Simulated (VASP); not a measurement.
Runs of VASP 6.6.1 on CuAu. The structure is that of space group P4/mmm (No. 123), or close to it. The cells are those of the table. 

```csv
cell,k mesh,gap on the mesh (eV),pressure (GPa)
"a = 2.749, b = 2.713, c = 3.619 Å, angles 90.0, 90.0, 90.1°, 2 atoms",14 × 14 × 10,none,(a)
"a = 2.853, b = 2.853, c = 4.070 Å, 2 atoms",16 × 16 × 12,none,-10.2
"a = 2.823, b = 2.713, c = 3.513 Å, angles 89.2, 91.8, 89.8°, 2 atoms",14 × 14 × 10,none,22.3
"a = 2.638, b = 2.638, c = 3.678 Å, 2 atoms",16 × 16 × 12,none,35.7
```

Alike in all rows: task single point; level PBE; potentials or basis VASP PAW PBE potentials, release 64 (Cu, Au); no spin polarisation; cutoff (eV) 520; smearing gaussian 0.1 eV.

Question: Estimate the missing entries.

Answer: (a) 20.1.

Caveats: spin-orbit coupling is left out, which moves the levels of the heavy elements.

A k mesh can miss the band edges, and the runs leave out spin-orbit coupling on Au.

A gap of «none» marks levels without a gap at the run's occupations.
